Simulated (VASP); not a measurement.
Set up this calculation in VASP 6.6.1, as the native input.

```yaml
Task: single point
Functional: LDA
Potentials_or_basis: VASP PAW LDA potentials, release 64 (In_d)
Cutoff: 520 eV
k_mesh: 9 × 9 × 5
Occupations: fermi-dirac, width 0.05 eV
Spin: no spin polarisation
Dipole_correction: no
Further_INCAR_settings: ALGO = Fast; EDIFF = 1e-06; NBANDS = 20
```

The structure of In lies in POSCAR:

```
In
1.0
    3.3793777732      0.0000000000      0.0000000000
   -1.6896888866      2.9266270006      0.0000000000
    0.0000000000      0.0000000000      5.5816399564
In
2
Direct
    0.6666666667      0.3333333333      0.7500000000
    0.3333333333      0.6666666667      0.2500000000
```

One way to write it, as run:

INCAR

```
SYSTEM = In
PREC = Accurate
ENCUT = 520
EDIFF = 1E-6
ISMEAR = -1
SIGMA = 0.05
LREAL = .FALSE.
LASPH = .TRUE.
NELM = 100
ALGO = Fast
ISIF = 2
LWAVE = .FALSE.
LCHARG = .FALSE.
NBANDS = 20
```

KPOINTS

```
regular mesh
0
G
  9 9 5
  0 0 0
```

Potentials or basis: VASP PAW LDA potentials, release 64 (In_d).

The run is started by

```bash
$ cat potpaw_LDA.64/In_d/POTCAR > POTCAR
$ mpirun -np 1 vasp_std > vasp.out
```

Results of the run:

| Property | Result |
| --- | --- |
| Pressure | -4.0 GPa |
| Band gap on the k mesh | zero (band 13 reaches 8.65 eV, above the bottom of band 14 at 4.85 eV) |

Caveat: spin-orbit coupling is left out, which moves the levels of the heavy elements.

It took 36 s on 1 thread of Intel(R) Xeon(R) Platinum 8488C (Sapphire Rapids) (shared host), peak memory 0.16 GiB.
